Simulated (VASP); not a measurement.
## In2TeBr4: single point with PBE

In2TeBr4:

```
In Te Br
1.0
     7.19726    0.00000    0.00000
    -3.59863    6.23301    0.00000
     0.00000    0.00000    6.94310
In Te Br
2 1 4
Direct
  0.33333 0.66667 0.14585
  0.66667 0.33333 0.14585
  0.00000 0.00000 0.82120
  0.00000 0.00000 0.46440
  0.50000 0.00000 0.84726
  0.00000 0.50000 0.84726
  0.50000 0.50000 0.84726
```

The cell was generated, and may not be a known phase.

```
Program                : VASP 6.6.1
Task                   : single point
Functional             : PBE
Potentials or basis    : VASP PAW PBE potentials, release 64 (In_d, Te, Br)
Cutoff                 : 500 eV
k mesh                 : 2 × 2 × 2
Occupations            : gaussian, width 0.15 eV
Spin                   : no spin polarisation
Dipole correction      : no
Further INCAR settings : ALGO = Normal; EDIFF = 1e-06; NBANDS = 39
```

```
Pressure               : 0.1 GPa
Largest force          : 0.046 eV/Å
Band gap on the k mesh : zero (bands 30 and 31 overlap by 0.30 eV)
```

Forces in eV/Å, atoms in the order of the input:
```
In   0.000  0.000 -0.019
In   0.000  0.000 -0.019
Te   0.000  0.000 -0.046
Br   0.000  0.000  0.029
Br   0.000  0.000  0.019
Br   0.000  0.000  0.019
Br   0.000  0.000  0.019
```

Stress tensor (GPa, compression positive):
```
 0.18  0.00  0.00
 0.00  0.18  0.00
 0.00  0.00 -0.17
```

Levels at points of the mesh, in eV from the Fermi level:
| k point | band 25 | band 26 | band 27 | band 28 | band 29 | band 30 | band 31 | band 32 | band 33 | band 34 |
| --- | --- | --- | --- | --- | --- | --- | --- | --- | --- | --- |
| (0.00, 0.00, 0.00) | -1.28 | -1.22 | -1.08 | -1.08 | -1.02 | 0.33 | 0.33 | 1.63 | 2.78 | 2.78 |
| (0.50, 0.00, 0.00) | -2.22 | -2.16 | -1.10 | -0.99 | -0.80 | -0.79 | 0.06 | 1.56 | 2.65 | 2.67 |
| (0.00, 0.00, 0.50) | -1.22 | -1.16 | -1.06 | -1.06 | -0.79 | 0.31 | 0.31 | 0.57 | 3.07 | 3.17 |
| (0.50, 0.00, 0.50) | -2.23 | -2.15 | -1.18 | -0.99 | -0.68 | -0.59 | 0.03 | 0.39 | 2.96 | 3.12 |

Run time: 2.7 min on 1 thread of Intel Xeon 8259CL (shared host), peak memory 0.42 GiB.

Caveat: the k points lie up to 0.50 Å⁻¹ apart; semilocal functionals underestimate gaps, and a narrow one can read as zero; spin-orbit coupling is left out, which moves the levels of the heavy elements.
